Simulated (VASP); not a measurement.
W: single point with r2SCAN

Crystal: W.

```
CELL_PARAMETERS angstrom
2.80966 0.00000 0.00000
0.00000 4.86387 0.00000
0.00000 0.00000 4.92370
ATOMIC_POSITIONS crystal
W 0.79317 0.93684 0.75000
W 0.20683 0.43684 0.75000
W 0.20683 0.06316 0.25000
W 0.79317 0.56316 0.25000
```

```yaml
Program: VASP 6.6.1
Task: single point
Functional: r2SCAN
Potentials_or_basis: VASP PAW PBE potentials, release 64 (W_sv)
Cutoff: 520 eV
k_mesh: 8 × 5 × 5
Occupations: gaussian, width 0.01 eV
Spin: non-collinear spin, zero start, spin-orbit coupling
Starting_moments: "[[0.0, 0.0, 0.0], [0.0, 0.0, 0.0], [0.0, 0.0, 0.0], [0.0, 0.0, 0.0]] μB"
Dipole_correction: no
Further_INCAR_settings: ALGO = Normal; EDIFF = 1e-06; NBANDS = 70
```

```json
{"Pressure": "-5.2 GPa", "Largest force": "0.083 eV/Å", "Net moment": "0.00 μB per cell", "Valence electrons inside the program's atomic spheres": "W 12.01"}
```

Forces in eV/Å, atoms in the order of the input:
```
W   -0.005  0.083  0.000
W    0.005  0.083  0.000
W    0.005 -0.083  0.000
W   -0.005 -0.083  0.000
```

Stress tensor (GPa, compression positive):
```
-7.08  0.00  0.00
 0.00 -4.86  0.00
 0.00  0.00 -3.52
```

Moments on the atoms (μB; x, y, z):
```
W   0.00 0.00 0.00
W   0.00 0.00 0.00
W   0.00 0.00 0.00
W   0.00 0.00 0.00
```

Run time: 18 min on 4 MPI ranks on Oxide Virtual Turin-like Processor, with other jobs on the host, peak memory 0.55 GiB a rank.

Caveat: the cell stands under tension; the PAW data sets were made with another functional, which shifts forces and pressure a little.
